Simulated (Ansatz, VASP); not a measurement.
# One calculation of Ge, two programs

```
Ge
1.0
     0.00000    2.77093    2.77093
     2.77093    0.00000    2.77093
     2.77093    2.77093    0.00000
Ge
2
Direct
  0.00000 0.00000 0.00000
  0.25000 0.25000 0.25000
```

Change from the starting cell: volume scaled by 0.94, ions relaxed.

Alike in both runs: functional PBE; k mesh 14 × 14 × 14; occupations fermi-dirac, width 0.05 eV; no spin polarisation.

Ansatz relaxed the structure, and its values are those at the end. VASP's run is a single point on that final structure, the one shown.

```csv
,VASP,Ansatz
version,VASP 6.6.1,Ansatz 0.2.0
potentials or method,"VASP PAW PBE potentials, release 64 (Ge_d)","plane-wave PAW, scalar-relativistic"
plane-wave cutoff (eV),520,420
valence electrons in the cell,28,28
```

```tsv
	VASP	Ansatz	Ansatz less VASP
pressure (GPa)	9.0	9.1	+0.06
```

Ansatz's warnings: stress scf threshold loose.
